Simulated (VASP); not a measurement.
# ZnS (zincblende type) (F-43m) in VASP: notebook

ZnS (zincblende type) is run at these levels: PBE; tasks: single point, relaxation of cell and atoms.

Everything below comes from runs of VASP 6.6.1. Logs are shortened: lines on timing, memory, paths and dates and some standing lists are left out, and cuts for length are marked.

### Step 1. The cell of the first run

Symmetry: F-43m, No. 216, cubic system. The conventional cell has a = 5.134 Å, b = 5.134 Å, c = 5.134 Å, α = 90.00°, β = 90.00°, γ = 90.00°. Within 2.9 Å of Zn (site symmetry -43m) lie 4 S at 2.22 Å. Within 2.9 Å of S (site symmetry -43m) lie 4 Zn at 2.22 Å.

### Step 2. Single point, PBE

The input, INCAR:

```
SYSTEM = ZnS
ALGO = Normal
EDIFF = 1E-6
ENCUT = 520
GGA = PE
ISIF = 2
ISMEAR = -1
LASPH = .TRUE.
LCHARG = .FALSE.
LREAL = .FALSE.
LWAVE = .FALSE.
NBANDS = 16
NELM = 60
PREC = Accurate
SIGMA = 0.1
```

The input, KPOINTS:

```
k-points
0
G
  13 13 13
  0 0 0
```

The input, POSCAR:

```
ZnS
1.0
    0.0000000000      2.5670855599      2.5670855599
    2.5670855599      0.0000000000      2.5670855599
    2.5670855599      2.5670855599      0.0000000000
Zn S
1 1
Direct
    0.0000000000      0.0000000000      0.0000000000
    0.2500000000      0.2500000000      0.2500000000
```

Potentials or basis: VASP PAW PBE potentials, release 64 (Zn, S).

Command:

```console
$ cat potpaw_PBE.64/Zn/POTCAR potpaw_PBE.64/S/POTCAR > POTCAR
$ mpirun -np 1 vasp_std > vasp.out
```

OUTCAR:

```text
SYSTEM = ZnS
   EDIFF = 1E-6
   ENCUT = 520
   GGA = PE
   ISIF = 2
   ISMEAR = -1
   LASPH = .TRUE.
   LREAL = .FALSE.
   NELM = 60
   PREC = Accurate

 ion  position               nearest neighbor table
   1  0.000  0.000  0.000-   2 2.22   2 2.22   2 2.22   2 2.22
   2  0.250  0.250  0.250-   1 2.22   1 2.22   1 2.22   1 2.22

  LATTYP: Found a face centered cubic cell.
 ALAT       =     5.1341711198

  Lattice vectors:

 A1 = (   0.0000000000,   2.5670855599,   2.5670855599)
 A2 = (   2.5670855599,   0.0000000000,   2.5670855599)
 A3 = (   2.5670855599,   2.5670855599,   0.0000000000)

Analysis of symmetry for initial positions (statically):
=====================================================================
 Subroutine PRICEL returns:
 Original cell was already a primitive cell.

 Routine SETGRP: Setting up the symmetry group for a
 face centered cubic supercell.

 Subroutine GETGRP returns: Found 24 space group operations
 (whereof 24 operations were pure point group operations)
 out of a pool of 48 trial point group operations.

The static configuration has the point symmetry T_d .

Analysis of symmetry for dynamics (positions and initial velocities):
=====================================================================
 Subroutine PRICEL returns:
 Original cell was already a primitive cell.

 Routine SETGRP: Setting up the symmetry group for a
 face centered cubic supercell.

 Subroutine GETGRP returns: Found 24 space group operations
 (whereof 24 operations were pure point group operations)
 out of a pool of 48 trial point group operations.

The dynamic configuration has the point symmetry T_d .

 Subroutine INISYM returns: Found 24 space group operations
 (whereof 24 operations are pure point group operations),
 and found     1 'primitive' translations

----------------------------------------------------------------------------------------

                                     Primitive cell

  volume of cell :      33.8338

  direct lattice vectors                    reciprocal lattice vectors
     0.000000000  2.567085560  2.567085560    -0.194773407  0.194773407  0.194773407
     2.567085560  0.000000000  2.567085560     0.194773407 -0.194773407  0.194773407
     2.567085560  2.567085560  0.000000000     0.194773407  0.194773407 -0.194773407

  length of vectors
     3.630407215  3.630407215  3.630407215     0.337357437  0.337357437  0.337357437

  position of ions in fractional coordinates (direct lattice)
     0.000000000  0.000000000  0.000000000
     0.250000000  0.250000000  0.250000000

  ion indices of the primitive-cell ions
   primitive index   ion index
                 1           1
                 2           2

----------------------------------------------------------------------------------------

 KPOINTS: k-points

Automatic generation of k-mesh.
 Grid dimensions read from file:
 generate k-points for:   13   13   13

 Generating k-lattice:

  Cartesian coordinates                     Fractional coordinates (reciprocal lattice)
    -0.014982570  0.014982570  0.014982570     0.076923077  0.000000000  0.000000000
     0.014982570 -0.014982570  0.014982570     0.000000000  0.076923077  0.000000000
     0.014982570  0.014982570 -0.014982570     0.000000000  0.000000000  0.076923077

  Length of vectors
     0.025950572  0.025950572  0.025950572

  Shift w.r.t. Gamma in fractional coordinates (k-lattice)
     0.000000000  0.000000000  0.000000000

 Subroutine IBZKPT returns following result:
 ===========================================

 Found     84 irreducible k-points:

 Following reciprocal coordinates:
            Coordinates               Weight
  0.000000  0.000000  0.000000      1.000000
  0.076923  0.000000  0.000000      8.000000
  0.153846  0.000000  0.000000      8.000000
  0.230769  0.000000  0.000000      8.000000
  0.307692  0.000000  0.000000      8.000000
  0.384615  0.000000  0.000000      8.000000
[... 16 lines left out ...]
  0.384615  0.153846  0.000000     24.000000
  0.461538  0.153846  0.000000     24.000000
 [... further k-points ...]
   k-points           NKPTS =     84   k-points in BZ     NKDIM =     84   number of bands    NBANDS=     16
   number of dos      NEDOS =    301   number of ions     NIONS =      2
   total plane-waves  NPLWV =  21952
   dimension x,y,z NGX =    28 NGY =   28 NGZ =   28
   dimension x,y,z NGXF=    56 NGYF=   56 NGZF=   56
   ions per type =               1   1
   NGX,Y,Z   is equivalent  to a cutoff of  12.82, 12.82, 12.82 a.u.
   NGXF,Y,Z  is equivalent  to a cutoff of  25.64, 25.64, 25.64 a.u.
 SYSTEM =  ZnS
   PREC   = accura    normal or accurate (medium, high low for compatibility)
   ISTART =      0    job   : 0-new  1-cont  2-samecut
   ICHARG =      2    charge: 1-file 2-atom 10-const
   ISPIN  =      1    spin polarized calculation?
   LNONCOLLINEAR =      F non collinear calculations
   LSORBIT =      F    spin-orbit coupling
   LASPH  =      T    aspherical Exc in radial PAW
   ENCUT  =  520.0 eV  38.22 Ry    6.18 a.u.   6.75  6.75  6.75*2*pi/ulx,y,z
   NELM   =     60;   NELMIN=  2; NELMDL= -5     # of ELM steps
   EDIFF  = 0.1E-05   stopping-criterion for ELM
   LREAL  =      F    real-space projection
   EDIFFG = 0.1E-04   stopping-criterion for IOM
   NSW    =      0    number of steps for IOM
   IBRION =     -1    ionic relax: 0-MD 1-quasi-New 2-CG
   NFREE  =      0    steps in history (QN), initial steepest desc. (CG)
   ISIF   =      2    stress and relaxation
   ISYM   =      2    0-nonsym 1-usesym 2-fastsym
   POTIM  = 0.5000    time-step for ionic-motion
   TEBEG  =    0.0;   TEEND  =   0.0 temperature during run
   PSTRESS=    0.0 pullay stress
   NELECT =      18.0000    total number of electrons
   NUPDOWN=      -1.0000    fix difference up-down
   EMIN   =  10.00;   EMAX   =-10.00  energy-range for DOS
   EFERMI =   0.00;   METHOD = LEGACY
   ISMEAR =    -1;   SIGMA  =   0.10  broadening in eV -4-tet -1-fermi 0-gaus
   EFERMI_NEDOS =   21; number of points for ismear=-14 and -15
   IALGO  =     38    algorithm
   IMIX   =      4    mixing-type and parameters
     AMIX     =   0.40;   BMIX     =  1.00
     AMIX_MAG =   1.60;   BMIX_MAG =  1.00
  volume/ion in A,a.u.               =      16.92       114.16
  Fermi-wavevector in a.u.,A,eV,Ry     =   1.326525  2.506768 23.941732  1.759668
  Thomas-Fermi vector in A             =   2.455905
   LORBIT       =      0    0 simple, 1 ext, 2 COOP (PROOUT), +10 PAW based schemes
   GGA     = PE    functional components
   LHFCALC =     F    Hartree Fock is set to
   AEXX    =    0.0000 exact exchange contribution
   IVDW    =     0    specifies the selected vdW correction
   LEPSILON=     F    determine dielectric tensor
   LRPA    =     F    only Hartree local field effects (RPA)
 non-spin polarized calculation
  energy-cutoff  :      520.00
  volume of cell :       33.83
 maximum number of plane-waves:       941
   NGX = 13   NGY = 13   NGZ = 13

 number of electron      17.9999995 magnetization

 Free energy of the ion-electron system (eV)
  ---------------------------------------------------
  ext. energy  EPLUGINS =         0.00000000
  ---------------------------------------------------
  free energy    TOTEN  =        -6.53197861 eV

  energy without entropy =       -6.53197859  energy(sigma->0) =       -6.53197860

 E-fermi :   5.1987     XC(G=0): -10.3733

 val. band max:        3.6809656808   @ k =   0.0000   0.0000   0.0000
 cond. band min:       6.4972724889   @ k =   0.0000   0.0000   0.0000
 fundamental gap:      2.8163068080
 Fermi energy:         5.1986650849

 k-point     1 :       0.0000    0.0000    0.0000
  band No.  band energies     occupation
      1     -10.6602      2.00000
      2      -3.4114      2.00000
      3      -3.4114      2.00000
      4      -3.4114      2.00000
      5      -2.7140      2.00000
      6      -2.7140      2.00000
[... 8 lines left out ...]
     15      15.5943      0.00000
     16      16.4203      0.00000

 k-point     2 :       0.0769    0.0000    0.0000
  band No.  band energies     occupation
      1     -10.6022      2.00000
      2      -3.4177      2.00000
      3      -3.4001      2.00000
      4      -3.4001      2.00000
      5      -2.7154      2.00000
      6      -2.7154      2.00000
[... 8 lines left out ...]
     15      15.2624      0.00000
     16      16.7996      0.00000

 k-point     3 :       0.1538    0.0000    0.0000
  band No.  band energies     occupation
      1     -10.4355      2.00000
      2      -3.4291      2.00000
      3      -3.3698      2.00000
      4      -3.3698      2.00000
      5      -2.7174      2.00000
      6      -2.7174      2.00000
[... 8 lines left out ...]
     15      14.7712      0.00000
     16      17.0139      0.00000

 k-point     4 :       0.2308    0.0000    0.0000
  band No.  band energies     occupation
      1     -10.1826      2.00000
      2      -3.4233      2.00000
      3      -3.3305      2.00000
      4      -3.3305      2.00000
      5      -2.7147      2.00000
      6      -2.7147      2.00000
[... 8 lines left out ...]
     15      14.6688      0.00000
     16      16.4500      0.00000

 k-point     5 :       0.3077    0.0000    0.0000
  band No.  band energies     occupation
      1      -9.8863      2.00000
      2      -3.3639      2.00000
      3      -3.2945      2.00000
      4      -3.2945      2.00000
      5      -2.7030      2.00000
      6      -2.7030      2.00000
[... 8 lines left out ...]
     15      15.1757      0.00000
     16      16.0636      0.00000

 k-point     6 :       0.3846    0.0000    0.0000
  band No.  band energies     occupation
      1      -9.6129      2.00000
      2      -3.2703      2.00000
      3      -3.2703      2.00000
      4      -3.2020      2.00000
      5      -2.6849      2.00000
      6      -2.6849      2.00000
[... 8 lines left out ...]
     15      16.1687      0.00000
     16      16.1687      0.00000
[... 267 lines left out ...]
 k-point    21 :       0.2308    0.1538    0.0000
  band No.  band energies     occupation
      1     -10.1716      2.00000
      2      -3.4927      2.00000
      3      -3.2923      2.00000
      4      -3.2908      2.00000
      5      -2.7616      2.00000
      6      -2.6788      2.00000
[... 8 lines left out ...]
     15      15.9574      0.00000
     16      18.7587      0.00000

 k-point    22 :       0.3077    0.1538    0.0000
  band No.  band energies     occupation
      1      -9.9151      2.00000
      2      -3.4770      2.00000
      3      -3.2476      2.00000
      4      -3.2468      2.00000
      5      -2.7543      2.00000
      6      -2.6678      2.00000
[... 8 lines left out ...]
     15      16.2194      0.00000
     16      18.1703      0.00000

 k-point    23 :       0.3846    0.1538    0.0000
  band No.  band energies     occupation
      1      -9.6398      2.00000
      2      -3.4063      2.00000
      3      -3.2135      2.00000
      4      -3.1945      2.00000
      5      -2.7182      2.00000
      6      -2.6582      2.00000
[... 8 lines left out ...]
     15      16.9207      0.00000
     16      17.8460      0.00000

 k-point    24 :       0.4615    0.1538    0.0000
  band No.  band energies     occupation
      1      -9.4146      2.00000
      2      -3.3155      2.00000
      3      -3.1963      2.00000
      4      -3.0699      2.00000
      5      -2.6570      2.00000
      6      -2.6400      2.00000
[... 8 lines left out ...]
     15      17.5933      0.00000
     16      18.0876      0.00000

 [... further k-points ...]
[... 5 lines left out ...]
  --------------------------------------------------------------------------------------
  -------------------------------------------------------------------------------------
  Total        3.8654814      3.8654814      3.8654814      0.0000000      0.0000000     -0.0000000
  in kB      183.0472239    183.0472239    183.0472239      0.0000000      0.0000000     -0.0000000
  external PRESSURE =     183.0472239 kB  Pullay stress =       0.0000000 kB

 VOLUME and BASIS-vectors are now :
 -----------------------------------------------------------------------------
  energy-cutoff  :      520.00
  volume of cell :       33.83
      direct lattice vectors                 reciprocal lattice vectors
     0.000000000  2.567085560  2.567085560    -0.194773407  0.194773407  0.194773407
     2.567085560  0.000000000  2.567085560     0.194773407 -0.194773407  0.194773407
     2.567085560  2.567085560  0.000000000     0.194773407  0.194773407 -0.194773407

 POSITION                                       TOTAL-FORCE (eV/Angst)
 -----------------------------------------------------------------------------------
      0.00000      0.00000      0.00000        -0.000000     -0.000000     -0.000000
      1.28354      1.28354      1.28354         0.000000      0.000000      0.000000
 -----------------------------------------------------------------------------------
    total drift:                                0.000003      0.000003      0.000002

  FREE ENERGIE OF THE ION-ELECTRON SYSTEM (eV)
  ---------------------------------------------------
  free  energy   TOTEN  =        -6.5319786092 eV

  energy  without entropy=       -6.5319785927  energy(sigma->0) =       -6.53197860
```

Wall time 18 s (1 thread of Intel Xeon 6975P-C (Granite Rapids), shared host); peak memory 0.18 GiB.

Results:

| Item | Value |
| --- | --- |
| Free energy | -6.5320 eV |
| Pressure | 18.3 GPa |
| Band gap on the k mesh | 2.82 eV, direct |

A k mesh can miss the band edges. As with any semilocal functional, this PBE gap is likely too small.

(Part 1 of 3 ends here.)
